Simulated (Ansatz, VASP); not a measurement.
## Si3N4 in VASP and in Ansatz

```
Si N
1.0
     7.61700    0.00000    0.00000
    -3.80850    6.59652    0.00000
     0.00000    0.00000    3.00080
Si N
6 8
Direct
  0.17405 0.76794 0.25000
  0.40611 0.17405 0.75000
  0.23206 0.40611 0.25000
  0.82595 0.23206 0.75000
  0.59389 0.82595 0.25000
  0.76794 0.59389 0.75000
  0.33333 0.66667 0.25000
  0.66667 0.33333 0.75000
  0.32979 0.03000 0.25000
  0.29979 0.32979 0.75000
  0.97000 0.29979 0.25000
  0.67021 0.97000 0.75000
  0.70021 0.67021 0.25000
  0.03000 0.70021 0.75000
```

Change from the starting cell: z stretched by +3 %, ions relaxed.

Alike in both runs: task relaxation of the atoms; functional PBE; k mesh 4 × 4 × 9; occupations fermi-dirac, width 0.02 eV; no spin polarisation.

|  | VASP | Ansatz |
| --- | --- | --- |
| version | VASP 6.6.1 | Ansatz 0.2.0 |
| potentials or method | VASP PAW PBE potentials, release 64 (Si, N) | plane-wave PAW, scalar-relativistic |
| plane-wave cutoff (eV) | 520 | 420 |
| valence electrons in the cell | 64 | 64 |

```tsv
	VASP	Ansatz	Ansatz less VASP
gap on the k mesh at the Fermi level, each at its own relaxed structure (eV)	3.71	3.72	+0.014
```

Ansatz's warnings: stress scf threshold loose.
